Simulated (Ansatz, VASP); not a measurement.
**One calculation of Mg, two programs**

Contents of POSCAR:

```
Mg
1.0
    3.1792646675      0.0000000000      0.0000000000
   -1.5896323337      2.7533239674      0.0000000000
    0.0000000000      0.0000000000      5.1568903974
Mg
2
Direct
    0.3333333333      0.6666666667      0.2500000000
    0.6666666667      0.3333333333      0.7500000000
```

The input INCAR.step1:

```
ALGO = Normal
EDIFF = 1E-4
ENCUT = 520
GGA = PE
ISMEAR = -1
LASPH = True
LCHARG = False
LREAL = False
LWAVE = True
NBANDS = 9
NELM = 60
PREC = Accurate
SIGMA = 0.1
```

INCAR.step2

```
ALGO = Normal
EDIFF = 1E-6
ENCUT = 520
ISIF = 2
ISMEAR = -1
ISTART = 1
LASPH = True
LCHARG = True
LELF = True
LMIXTAU = True
LREAL = False
LVHAR = True
LWAVE = False
METAGGA = R2SCAN
NBANDS = 9
NELM = 60
PREC = Accurate
SIGMA = 0.1
```

The input KPOINTS:

```
k-points
0
Gamma
  7 7 4
```

Input for Ansatz:

```yaml
crystal:
  lattice:
    - [3.1792646675, 0.0, 0.0]
    - [-1.5896323337, 2.7533239674, 0.0]
    - [0.0, 0.0, 5.1568903974]
  atoms:
    - { symbol: Mg, position: [0.3333333333, 0.6666666667, 0.25] }
    - { symbol: Mg, position: [0.6666666667, 0.3333333333, 0.75] }
hamiltonian:
  xc: r2scan
  pseudopotentials:
    kind: paw
    azcp:
      Mg: "pseudopotentials/Mg.paw.azcp"
basis:
  ecutwfc: 500
  fft_grid_basis: typed
kpoints:
  mp_grid: { grid: [7, 7, 4], shift: [0, 0, 0] }
magnetization:
  spin_polarized: false
scf:
  occupations: { method: fermi_dirac, width: 0.1 }
  lower_state_search: "off"
output:
  stress: true
```

Alike in both runs: task single point; functional r2SCAN; k mesh 7 × 7 × 4; occupations fermi-dirac, width 0.1 eV; no spin polarisation.

|  | VASP | Ansatz |
| --- | --- | --- |
| version | VASP 6.6.1 | Ansatz 0.2.0 |
| potentials or method | VASP PAW PBE potentials, release 64 (Mg), cutoff 520 eV | plane waves (500 eV) with PAW, scalar-relativistic |
| valence electrons in the cell | 4 | 20 |

```tsv
	VASP	Ansatz	Ansatz less VASP
pressure (GPa)	0.0	0.3	+0.27
traceless stress, the component that is largest in VASP (GPa)	1.83	1.82	-0.009
```

VASP's potentials were made for PBE, not for r2SCAN. The functional is the same, so the differences come from potentials, cutoffs and numerics. VASP's potentials hold 4 valence electrons a cell and Ansatz's 20, so a difference there can come from the potentials and not from the codes.
